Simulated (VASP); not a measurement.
A run of VASP 6.6.1:

INCAR

```
SYSTEM = Te
PREC = Accurate
ENCUT = 500
EDIFF = 1E-6
ISMEAR = -1
SIGMA = 0.05
LREAL = .False.
LASPH = .True.
NELM = 120
ALGO = Normal
ISIF = 2
LWAVE = .False.
LCHARG = .False.
GGA = PE
IVDW = 12
NBANDS = 9
GGA_COMPAT = .False.
```

The input KPOINTS:

```
Automatic mesh
0
Gamma
  15 15 15
  0 0 0
```

The input POSCAR:

```
Te
1.0
   -1.8971943332      1.8971943332      1.8971943332
    1.8971943332     -1.8971943332      1.8971943332
    1.8971943332      1.8971943332     -1.8971943332
Te
1
Direct
    0.0000000000      0.0000000000      0.0000000000
```

Potentials or basis: VASP PAW PBE potentials, release 64 (Te).

Run with:

```bash
$ cat potpaw_PBE.64/Te/POTCAR > POTCAR
$ mpirun -np 1 vasp_std > vasp.out
```

Hardware: 1 thread of Intel(R) Xeon(R) Platinum 8259CL CPU @ 2.50GHz (Skylake/Cascade Lake) (shared host).

**Question.** How long does it take, and how much memory?

**Answer.** Run time: 18 s on 1 thread of Intel(R) Xeon(R) Platinum 8259CL CPU @ 2.50GHz (Skylake/Cascade Lake), with other jobs on the host, peak memory 0.16 GiB. Counts: scf iterations 10, k points 120.
